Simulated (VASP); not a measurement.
# ScTl2P3 (Immm) in VASP: single point with PBEsol

Aim: the single point of ScTl2P3 with PBEsol.

Program: VASP 6.6.1. These are calculated values, not measurements. Logs are shortened: lines on timing, memory, paths and dates and some standing lists are left out, and cuts for length are marked.

## (1) The cell of the first run

It takes space group Immm (No. 71, orthorhombic). The conventional cell has a = 3.882 Å, b = 5.450 Å, c = 11.987 Å, α = 90.00°, β = 90.00°, γ = 90.00°. Within 3.5 Å of Sc (site symmetry mmm) lie 6 P at 2.68 to 2.72 Å. Tl (site symmetry mm2) has 6 P at 2.73 to 2.87 Å within 3.6 Å. Within 3.6 Å of P (site symmetry mmm) lie 2 Sc at 2.72 Å and 4 Tl at 2.80 Å. P (site symmetry mm2) has 2 Sc at 2.68 Å and 4 Tl at 2.73 to 2.87 Å within 3.5 Å.

## (2) Single point, PBEsol

Input file INCAR:

```
SYSTEM = ScTl2P3
ALGO = Normal
EDIFF = 1E-7
ENCUT = 520
GGA = PS
ISIF = 2
ISMEAR = -1
LASPH = .True.
LCHARG = .True.
LELF = .True.
LREAL = .False.
LVHAR = .True.
LWAVE = .False.
NBANDS = 35
NELM = 80
PREC = Accurate
SIGMA = 0.03
```

Input file KPOINTS:

```
k-points
0
Gamma
  6 6 6
  0 0 0
```

Input file POSCAR:

```
ScTl2P3
1.0
   -1.9410036661      2.7247965461      5.9937360240
    1.9410036661     -2.7247965461      5.9937360240
    1.9410036661      2.7247965461     -5.9937360240
Sc Tl P
1 2 3
Direct
    0.0000000000      0.0000000000      0.0000000000
    0.6688274989      0.6688274989      0.0000000000
    0.3311725011      0.3311725011      0.0000000000
    0.5000000000      0.0000000000      0.5000000000
    0.1547378554      0.6547378554      0.5000000000
    0.8452621446      0.3452621446      0.5000000000
```

Potentials or basis: VASP PAW PBE potentials, release 64 (Sc_sv, Tl_d, P).

Run with:

```bash
cat potpaw_PBE.64/Sc_sv/POTCAR potpaw_PBE.64/Tl_d/POTCAR potpaw_PBE.64/P/POTCAR > POTCAR
mpirun -np 1 vasp_std > vasp.out
```

OUTCAR:

```text
SYSTEM = ScTl2P3
   EDIFF = 1E-7
   ENCUT = 520
   GGA = PS
   ISIF = 2
   ISMEAR = -1
   LASPH = .True.
   LREAL = .False.
   NELM = 80
   PREC = Accurate

 ion  position               nearest neighbor table
   1  0.000  0.000  0.000-   5 2.68   6 2.68   5 2.68   6 2.68   4 2.72   4 2.72
   2  0.669  0.669  0.000-   5 2.73   5 2.73   4 2.80   4 2.80   6 2.87   6 2.87   3 3.87   3 3.87
                             3 3.87   3 3.87   3 4.05
   3  0.331  0.331  0.000-   6 2.73   6 2.73   4 2.80   4 2.80   5 2.87   5 2.87   2 3.87   2 3.87
                             2 3.87   2 3.87   2 4.05
   4  0.500  0.000  0.500-   1 2.72   1 2.72   3 2.80   2 2.80   3 2.80   2 2.80
   5  0.155  0.655  0.500-   1 2.68   1 2.68   2 2.73   2 2.73   3 2.87   3 2.87
   6  0.845  0.345  0.500-   1 2.68   1 2.68   3 2.73   3 2.73   2 2.87   2 2.87

  LATTYP: Found a body centered orthorhombic cell.
 ALAT       =     3.8820073322
 B/A-ratio  =     1.4038080369
 C/A-ratio  =     3.0879570856

  Lattice vectors:

 A1 = (  -1.9410036661,   2.7247965461,   5.9937360240)
 A2 = (   1.9410036661,  -2.7247965461,   5.9937360240)
 A3 = (   1.9410036661,   2.7247965461,  -5.9937360240)

Analysis of symmetry for initial positions (statically):
=====================================================================
 Subroutine PRICEL returns:
 Original cell was already a primitive cell.

 Routine SETGRP: Setting up the symmetry group for a
 body centered orthorhombic supercell.

 Subroutine GETGRP returns: Found  8 space group operations
 (whereof  8 operations were pure point group operations)
 out of a pool of  8 trial point group operations.

The static configuration has the point symmetry D_2h.

Analysis of symmetry for dynamics (positions and initial velocities):
=====================================================================
 Subroutine PRICEL returns:
 Original cell was already a primitive cell.

 Routine SETGRP: Setting up the symmetry group for a
 body centered orthorhombic supercell.

 Subroutine GETGRP returns: Found  8 space group operations
 (whereof  8 operations were pure point group operations)
 out of a pool of  8 trial point group operations.

The dynamic configuration has the point symmetry D_2h.

 Subroutine INISYM returns: Found  8 space group operations
 (whereof  8 operations are pure point group operations),
 and found     1 'primitive' translations

----------------------------------------------------------------------------------------

                                     Primitive cell

  volume of cell :     126.7996

  direct lattice vectors                    reciprocal lattice vectors
    -1.941003666  2.724796546  5.993736024     0.000000000  0.183499939  0.083420424
     1.941003666 -2.724796546  5.993736024     0.257598689  0.000000000  0.083420424
     1.941003666  2.724796546 -5.993736024     0.257598689  0.183499939  0.000000000

  length of vectors
     6.864173874  6.864173874  6.864173874     0.201571810  0.270769370  0.316274109

  position of ions in fractional coordinates (direct lattice)
     0.000000000  0.000000000  0.000000000
     0.668827499  0.668827499  0.000000000
     0.331172501  0.331172501  0.000000000
     0.500000000  0.000000000  0.500000000
     0.154737855  0.654737855  0.500000000
     0.845262145  0.345262145  0.500000000

  ion indices of the primitive-cell ions
   primitive index   ion index
                 1           1
                 2           2
                 3           3
                 4           4
                 5           5
                 6           6

----------------------------------------------------------------------------------------

 KPOINTS: k-points

Automatic generation of k-mesh.
 Grid dimensions read from file:
 generate k-points for:    6    6    6

 Generating k-lattice:

  Cartesian coordinates                     Fractional coordinates (reciprocal lattice)
     0.000000000  0.030583323  0.013903404     0.166666667  0.000000000  0.000000000
     0.042933115  0.000000000  0.013903404     0.000000000  0.166666667 -0.000000000
     0.042933115  0.030583323  0.000000000     0.000000000 -0.000000000  0.166666667

  Length of vectors
     0.033595302  0.045128228  0.052712352

  Shift w.r.t. Gamma in fractional coordinates (k-lattice)
     0.000000000  0.000000000  0.000000000

 Subroutine IBZKPT returns following result:
 ===========================================

 Found     46 irreducible k-points:

 Following reciprocal coordinates:
            Coordinates               Weight
  0.000000  0.000000  0.000000      1.000000
  0.166667 -0.000000  0.000000      4.000000
  0.333333  0.000000  0.000000      4.000000
  0.500000 -0.000000  0.000000      2.000000
 -0.000000  0.166667  0.000000      4.000000
  0.166667  0.166667  0.000000      8.000000
[... 16 lines left out ...]
 -0.166667  0.166667  0.166667      2.000000
  0.166667  0.333333  0.166667      4.000000
 [... further k-points ...]
   k-points           NKPTS =     46   k-points in BZ     NKDIM =     46   number of bands    NBANDS=     35
   number of dos      NEDOS =    301   number of ions     NIONS =      6
   total plane-waves  NPLWV = 157464
   dimension x,y,z NGX =    54 NGY =   54 NGZ =   54
   dimension x,y,z NGXF=   108 NGYF=  108 NGZF=  108
   ions per type =               1   2   3
   NGX,Y,Z   is equivalent  to a cutoff of  13.08, 13.08, 13.08 a.u.
   NGXF,Y,Z  is equivalent  to a cutoff of  26.16, 26.16, 26.16 a.u.
 SYSTEM =  ScTl2P3
   PREC   = accura    normal or accurate (medium, high low for compatibility)
   ISTART =      0    job   : 0-new  1-cont  2-samecut
   ICHARG =      2    charge: 1-file 2-atom 10-const
   ISPIN  =      1    spin polarized calculation?
   LNONCOLLINEAR =      F non collinear calculations
   LSORBIT =      F    spin-orbit coupling
   LASPH  =      T    aspherical Exc in radial PAW
   ENCUT  =  520.0 eV  38.22 Ry    6.18 a.u.  12.76 12.76 12.76*2*pi/ulx,y,z
   NELM   =     80;   NELMIN=  2; NELMDL= -5     # of ELM steps
   EDIFF  = 0.1E-06   stopping-criterion for ELM
   LREAL  =      F    real-space projection
   EDIFFG = 0.1E-05   stopping-criterion for IOM
   NSW    =      0    number of steps for IOM
   IBRION =     -1    ionic relax: 0-MD 1-quasi-New 2-CG
   NFREE  =      0    steps in history (QN), initial steepest desc. (CG)
   ISIF   =      2    stress and relaxation
   ISYM   =      2    0-nonsym 1-usesym 2-fastsym
   POTIM  = 0.5000    time-step for ionic-motion
   TEBEG  =    0.0;   TEEND  =   0.0 temperature during run
   PSTRESS=    0.0 pullay stress
   NELECT =      52.0000    total number of electrons
   NUPDOWN=      -1.0000    fix difference up-down
   EMIN   =  10.00;   EMAX   =-10.00  energy-range for DOS
   EFERMI =   0.00;   METHOD = LEGACY
   ISMEAR =    -1;   SIGMA  =   0.03  broadening in eV -4-tet -1-fermi 0-gaus
   EFERMI_NEDOS =   21; number of points for ismear=-14 and -15
   IALGO  =     38    algorithm
   IMIX   =      4    mixing-type and parameters
     AMIX     =   0.40;   BMIX     =  1.00
     AMIX_MAG =   1.60;   BMIX_MAG =  1.00
  volume/ion in A,a.u.               =      21.13       142.61
  Fermi-wavevector in a.u.,A,eV,Ry     =   1.216288  2.298452 20.127884  1.479358
  Thomas-Fermi vector in A             =   2.351647
   LORBIT       =      0    0 simple, 1 ext, 2 COOP (PROOUT), +10 PAW based schemes
   GGA     = PS    functional components
   LHFCALC =     F    Hartree Fock is set to
   AEXX    =    0.0000 exact exchange contribution
   IVDW    =     0    specifies the selected vdW correction
   LEPSILON=     F    determine dielectric tensor
   LRPA    =     F    only Hartree local field effects (RPA)
 non-spin polarized calculation
  energy-cutoff  :      520.00
  volume of cell :      126.80
 maximum number of plane-waves:      3440
 NGX is ok and might be reduce to    54
   NGX = 25   NGY = 25   NGZ = 25

 number of electron      52.0000002 magnetization

 Free energy of the ion-electron system (eV)
  ---------------------------------------------------
  ext. energy  EPLUGINS =         0.00000000
  ---------------------------------------------------
  free energy    TOTEN  =       -29.97255560 eV

  energy without entropy =      -29.96528305  energy(sigma->0) =      -29.96891933

 E-fermi :   6.1655     XC(G=0): -10.5986

 val. band max:        6.1612700523   @ k =   0.5000   0.1667   0.0000
 cond. band min:       6.1966381833   @ k =  -0.3333   0.5000   0.1667
 fundamental gap:      0.0353681310
 Fermi energy:         6.1654813678

 k-point     1 :       0.0000    0.0000    0.0000
  band No.  band energies     occupation
      1     -43.0953      2.00000
      2     -21.8382      2.00000
      3     -21.8172      2.00000
      4     -21.7798      2.00000
      5      -5.8440      2.00000
      6      -5.7555      2.00000
[... 27 lines left out ...]
     34      10.1068      0.00000
     35      12.0082      0.00000

 k-point     2 :       0.1667   -0.0000    0.0000
  band No.  band energies     occupation
      1     -43.0953      2.00000
      2     -21.8388      2.00000
      3     -21.8172      2.00000
      4     -21.7798      2.00000
      5      -5.6938      2.00000
      6      -5.6730      2.00000
[... 27 lines left out ...]
     34      10.1815      0.00000
     35      11.6972      0.00000

 k-point     3 :       0.3333    0.0000    0.0000
  band No.  band energies     occupation
      1     -43.0953      2.00000
      2     -21.8401      2.00000
      3     -21.8171      2.00000
      4     -21.7797      2.00000
      5      -5.5563      2.00000
      6      -5.3309      2.00000
[... 27 lines left out ...]
     34      10.8924      0.00000
     35      11.2027      0.00000
[... 723 lines left out ...]
 k-point    23 :      -0.1667    0.1667    0.1667
  band No.  band energies     occupation
      1     -43.0936      2.00000
      2     -21.8354      2.00000
      3     -21.8153      2.00000
      4     -21.8112      2.00000
      5      -5.7166      2.00000
      6      -5.7165      2.00000
[... 27 lines left out ...]
     34      10.5860      0.00000
     35      12.0680      0.00000

 k-point    24 :       0.1667    0.3333    0.1667
  band No.  band energies     occupation
      1     -43.0930      2.00000
      2     -21.8363      2.00000
      3     -21.8270      2.00000
      4     -21.8091      2.00000
      5      -5.6470      2.00000
      6      -5.4361      2.00000
[... 27 lines left out ...]
     34      10.8623      0.00000
     35      11.0486      0.00000

 [... further k-points ...]

------------------------ aborting loop because EDIFF is reached ----------------------------------------

  FORCE on cell =-STRESS in cart. coord.  units (eV):
  Direction    XX          YY          ZZ          XY          YZ          ZX
  --------------------------------------------------------------------------------------
  -------------------------------------------------------------------------------------
  Total        0.0514751      0.0378309      0.0901597      0.0000000      0.0000000      0.0000000
  in kB        0.6504136      0.4780130      1.1392135      0.0000000      0.0000000      0.0000000
  external PRESSURE =       0.7558800 kB  Pullay stress =       0.0000000 kB

 VOLUME and BASIS-vectors are now :
 -----------------------------------------------------------------------------
  energy-cutoff  :      520.00
  volume of cell :      126.80
      direct lattice vectors                 reciprocal lattice vectors
    -1.941003666  2.724796546  5.993736024     0.000000000  0.183499939  0.083420424
     1.941003666 -2.724796546  5.993736024     0.257598689  0.000000000  0.083420424
     1.941003666  2.724796546 -5.993736024     0.257598689  0.183499939  0.000000000

 POSITION                                       TOTAL-FORCE (eV/Angst)
 -----------------------------------------------------------------------------------
      0.00000      0.00000      0.00000         0.000000     -0.000000     -0.000000
      0.00000      0.00000      8.01755         0.000000     -0.000000     -0.000437
      0.00000      0.00000      3.96992         0.000000     -0.000000      0.000437
      0.00000      2.72480      0.00000         0.000000     -0.000000     -0.000000
      1.94100      0.00000      1.85492         0.000000     -0.000000      0.009489
      0.00000      2.72480      4.13882        -0.000000      0.000000     -0.009489
 -----------------------------------------------------------------------------------
    total drift:                               -0.000000      0.000000      0.000000

  FREE ENERGIE OF THE ION-ELECTRON SYSTEM (eV)
  ---------------------------------------------------
  free  energy   TOTEN  =       -29.9725556031 eV

  energy  without entropy=      -29.9652830536  energy(sigma->0) =      -29.96891933
```

It took 4.2 min on 1 thread of Intel Xeon Platinum 8559C (Emerald Rapids), shared host; peak memory 0.5 GiB.

What came out:

| Property | Result |
| --- | --- |
| Free energy | -29.9726 eV |
| Pressure | 0.1 GPa |
| Largest force | 0.009 eV/Å |
| Band gap on the k mesh | zero (bands 26 and 27 overlap by 1.62 eV) |

Forces on the atoms (eV/Å):
```
Sc   0.000  0.000  0.000
Tl   0.000  0.000  0.000
Tl   0.000  0.000  0.000
P    0.000  0.000  0.000
P    0.000  0.000  0.009
P    0.000  0.000 -0.009
```

Caveat: the PAW data sets were made with another functional, which shifts forces and pressure a little; spin-orbit coupling is left out, which moves the levels of the heavy elements.
